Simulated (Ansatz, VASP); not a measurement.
**TiB2N3: VASP beside Ansatz**

Contents of INCAR:

```
  PREC = Accurate
  ENCUT = 520
  EDIFF = 1E-6
  ISMEAR = 0
  SIGMA = 0.1
  LREAL = F
  LASPH = T
  NELM = 150
  ALGO = Normal
  ISIF = 2
  LWAVE = F
  LCHARG = F
  ISPIN = 2
  MAGMOM = 1 0 0 0 0 0
  LORBIT = 11
  LMAXMIX = 4
  GGA = PE
  NBANDS = 30
```

File KPOINTS:

```
Automatic mesh
0
Gamma
  4 4 4
```

The input POSCAR:

```
TiB2N3
1.0
    4.6730439000      0.0000000000      0.0000000000
    0.0000000000      4.6730439000      0.0000000000
    0.0000000000      0.0000000000      4.6673766200
Ti B N
1 2 3
Direct
    0.5000000000      0.5000000000      0.5000000000
    0.5000000000      0.5000000000      0.0000000000
    0.0000000000      0.0000000000      0.0000000000
    0.0000000000      0.0000000000      0.5000000000
    0.5000000000      0.0000000000      0.0000000000
    0.0000000000      0.5000000000      0.0000000000
```

Input for Ansatz:

```yaml
crystal:
  lattice:
    - [4.6730439, 0.0, 0.0]
    - [0.0, 4.6730439, 0.0]
    - [0.0, 0.0, 4.66737662]
  atoms:
    - { symbol: Ti, position: [0.5, 0.5, 0.5], spin: 1.0 }
    - { symbol: B, position: [0.5, 0.5, 0.0] }
    - { symbol: B, position: [0.0, 0.0, 0.0] }
    - { symbol: "N", position: [0.0, 0.0, 0.5] }
    - { symbol: "N", position: [0.5, 0.0, 0.0] }
    - { symbol: "N", position: [0.0, 0.5, 0.0] }
basis:
  ecutwfc: 420
kpoints:
  mp_grid: { grid: [4, 4, 4] }
hamiltonian:
  xc: pbe
scf:
  occupations: { method: gaussian, width: 0.1 }
  lower_state_search: "off"
output:
  forces: true
  stress: true
  eigenvalues: true
  populations: true
magnetization:
  spin_polarized: true
```

Alike in both runs: task single point; functional PBE; k mesh 4 × 4 × 4; occupations gaussian, width 0.1 eV; collinear spin.

```csv
,VASP,Ansatz
version,VASP 6.6.1,Ansatz 0.2.0
potentials or method,"VASP PAW PBE potentials, release 64 (Ti_sv, B, N), cutoff 520 eV","scalar-relativistic, plane waves, PAW"
valence electrons in the cell,33,33
```

```tsv
	VASP	Ansatz	Ansatz less VASP
gap on the k mesh at the Fermi level (eV)	none	none	-
net moment per atom (μB)	0.00	0.18	+0.178
size of the moment on the site where the two differ most (μB)	0.02	1.29	+1.270
```

The net moments are unlike, so the other rows may belong to different states. Site moments also hang on the region over which each program counts them. A gap of «none» marks a metal or a gap that the smearing closes.
